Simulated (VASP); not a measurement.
Here is a VASP 6.6.1 calculation.

The input INCAR:

```
PREC = Accurate
ENCUT = 600
EDIFF = 1E-6
ISMEAR = -1
SIGMA = 0.05
LREAL = False
LASPH = True
NELM = 100
ALGO = Normal
ISIF = 3
LWAVE = False
LCHARG = False
GGA = RP
IVDW = 13
IBRION = 2
NSW = 60
EDIFFG = -0.01
```

Contents of KPOINTS:

```
Automatic mesh
0
Gamma
  11 11 11
```

Contents of POSCAR:

```
Ge
1.0
   -2.5744897190      2.5744897190      1.3974126432
    2.5744897190     -2.5744897190      1.3974126432
    2.5744897190      2.5744897190     -1.3974126432
Ge
2
Direct
    0.5000000000      0.5000000000      0.0000000000
    0.2500000000      0.7500000000      0.5000000000
```

Potentials or basis: VASP PAW PBE potentials, release 64 (Ge_d).

The run is started by

```bash
$ cat potpaw_PBE.64/Ge_d/POTCAR > POTCAR
$ mpirun -np 1 vasp_std > vasp.out
```

**Question.** Estimate the space group after relaxing (to 0.1 Å).

**Answer.** I4_1/amd (No. 141).

**Question.** Predict the band gap on the k mesh.

**Answer.** Zero (bands 14 and 15 overlap by 4.85 eV).

**Question.** Estimate the relaxed volume.

**Answer.** 18.24 Å³/atom.

Final structure:
```cif
data_structure
_symmetry_space_group_name_H-M 'P 1'
_symmetry_Int_Tables_number 1
_cell_length_a 3.8794
_cell_length_b 3.8794
_cell_length_c 3.8794
_cell_angle_alpha 97.381
_cell_angle_beta 97.381
_cell_angle_gamma 137.992
_cell_volume 36.48
loop_
_atom_site_label
_atom_site_type_symbol
_atom_site_fract_x
_atom_site_fract_y
_atom_site_fract_z
_atom_site_occupancy
Ge1 Ge 0.50000 0.50000 0.00000 1
Ge2 Ge 0.25000 0.75000 0.50000 1
```

Caveat: the PAW data sets were made with another functional, which shifts forces and pressure a little.
